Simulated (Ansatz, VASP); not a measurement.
One calculation of W, two programs

The input INCAR:

```
SYSTEM = W
ALGO = Normal
EDIFF = 1E-6
ENCUT = 500
GGA = PE
GGA_COMPAT = .FALSE.
ISIF = 2
ISMEAR = 0
LASPH = .TRUE.
LCHARG = .FALSE.
LREAL = .FALSE.
LWAVE = .FALSE.
NBANDS = 13
NELM = 120
PREC = Accurate
SIGMA = 0.15
```

File KPOINTS:

```
k-points
0
G
  20 20 20
  0 0 0
```

Contents of POSCAR:

```
W
1.0
   -1.5473843750      1.5973000000      1.5473843750
    1.6472156250     -1.5973000000      1.6472156250
    1.5473843750      1.5973000000     -1.5473843750
W
1
Direct
    0.0000000000      0.0000000000      0.0000000000
```

Input for Ansatz:

```yaml
crystal:
  lattice:
    - [-1.547384375, 1.5973, 1.547384375]
    - [1.647215625, -1.5973, 1.647215625]
    - [1.547384375, 1.5973, -1.547384375]
  atoms:
    - { symbol: W, position: [0.0, 0.0, 0.0] }
basis:
  ecutwfc: 420
kpoints:
  mp_grid: { grid: [20, 20, 20] }
hamiltonian:
  xc: pbe
scf:
  occupations: { method: gaussian, width: 0.15 }
output:
  forces: true
  stress: true
  eigenvalues: true
  write_density: true
  write_potential: true
  elf: true
  volumetric_format: npy
```

Change from the starting cell: strain +0.0625 x Voigt [0, 0, 0, 0, 1, 0], atoms carried along.

Alike in both runs: task single point; functional PBE; k mesh 20 × 20 × 20; occupations gaussian, width 0.15 eV; no spin polarisation.

|  | VASP | Ansatz |
| --- | --- | --- |
| version | VASP 6.6.1 | Ansatz 0.2.0 |
| potentials or method | VASP PAW PBE potentials, release 64 (W_sv), cutoff 500 eV | scalar-relativistic, plane waves, PAW |
| valence electrons in the cell | 14 | 14 |

```csv
,VASP,Ansatz,Ansatz less VASP
gap on the k mesh at the Fermi level (eV),none,none,-
pressure (GPa),-1.7,-2.1,-0.44
"traceless stress, the component that is largest in VASP (GPa)",-9.00,-8.88,+0.123
```

A gap of «none» marks a metal or a gap that the smearing closes. With one functional, cell and mesh, what is left measures potentials, basis and numerics.

Spin-orbit coupling is off throughout.
